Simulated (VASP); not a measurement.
Runs of VASP 6.6.1 on C. The structure is that of space group P6/mmm (No. 191), or close to it. The cells are those of the table. 

```csv
task,cell,k mesh,cutoff (eV),gap on the mesh (eV),pressure (GPa)
single point,"a = 5.842, b = 5.842, c = 1.265 Å, angles 90.0, 90.0, 120.0°, 3 atoms",7 × 7 × 27,520,none,7.8
single point,"a = 6.150, b = 6.150, c = 1.332 Å, angles 90.0, 90.0, 120.0°, 3 atoms",7 × 7 × 27,520,none,-16.2
single point,"a = 6.075, b = 6.075, c = 1.316 Å, angles 90.0, 90.0, 120.0°, 3 atoms",7 × 7 × 27,520,none,(a)
single point,"a = 6.000, b = 6.000, c = 1.300 Å, angles 90.0, 90.0, 120.0°, 3 atoms",7 × 7 × 27,520,none,-6.3
single point,"a = 5.759, b = 5.759, c = 1.248 Å, angles 90.0, 90.0, 120.0°, 3 atoms",7 × 7 × 27,520,none,(b)
single point,"a = 5.675, b = 5.675, c = 1.229 Å, angles 90.0, 90.0, 120.0°, 3 atoms",7 × 7 × 27,520,none,27.9
relaxation of cell and atoms,"relaxed from a = 3.344, b = 3.344, c = 2.050 Å, angles 90.0, 90.0, 120.0°, 3 atoms",11 × 11 × 15,600,none,0.0
single point,"a = 5.922, b = 5.922, c = 1.283 Å, angles 90.0, 90.0, 120.0°, 3 atoms",7 × 7 × 27,520,none,0.2
```

Alike in all rows: level PBEsol; potentials or basis VASP PAW PBE potentials, release 64 (C); no spin polarisation; smearing fermi-dirac 0.1 eV.

Estimate the missing entries.

(a) -11.6; (b) 17.0.

Caveats: the PAW data sets were made with another functional, which shifts forces and pressure a little.

A gap of «none» marks levels without a gap at the run's occupations.
